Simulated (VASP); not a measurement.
Here is a VASP 6.6.1 calculation.

File INCAR:

```
SYSTEM = Ge2Sb2Te5
PREC = Accurate ; ENCUT = 520
EDIFF = 1E-6 ; ISMEAR = 0
SIGMA = 0.03 ; LREAL = .False.
LASPH = .True. ; NELM = 60
ALGO = Normal ; ISIF = 2
LWAVE = .False. ; LCHARG = .False.
GGA = PE ; NBANDS = 44
```

Contents of KPOINTS:

```
Automatic mesh
0
Gamma
  9 9 2
  0 0 0
```

Contents of POSCAR:

```
Ge2Sb2Te5
1.0
    3.9655000000      0.0000000000      0.0000000000
   -1.9827500000      3.4342237387      0.0000000000
    0.0000000000      0.0000000000     18.0865499662
Ge Sb Te
2 2 5
Direct
    0.0000000000      0.0000000000      0.3314713560
    0.0000000000      0.0000000000      0.6685286440
    0.3333333333      0.6666666667      0.1121550832
    0.6666666667      0.3333333333      0.8878449168
    0.0000000000      0.0000000000      0.0000000000
    0.3333333333      0.6666666667      0.7913602895
    0.6666666667      0.3333333333      0.2086397105
    0.3333333333      0.6666666667      0.4097504733
    0.6666666667      0.3333333333      0.5902495267
```

Potentials or basis: VASP PAW PBE potentials, release 64 (Ge_d, Sb, Te).

Launch:

```bash
$ cat potpaw_PBE.64/Ge_d/POTCAR potpaw_PBE.64/Sb/POTCAR potpaw_PBE.64/Te/POTCAR > POTCAR
$ mpirun -np 1 vasp_std > vasp.out
```

Q: Estimate the pressure.

A: 9.2 GPa.

Q: What does it give for the band gap on the k mesh?

A: Zero (bands 34 and 35 overlap by 0.50 eV).

Stress tensor (GPa, compression positive):
```
9.95 0.00 0.00
0.00 9.95 0.00
0.00 0.00 7.66
```

Caveat: the cell stands under pressure; spin-orbit coupling is left out, which moves the levels of the heavy elements; this functional lacks dispersion, which binds the layers, so the pressure and a relaxed spacing across them are unreliable; forces of over 1 eV/Å act on the atoms, so gaps and moduli don't describe the material at rest.
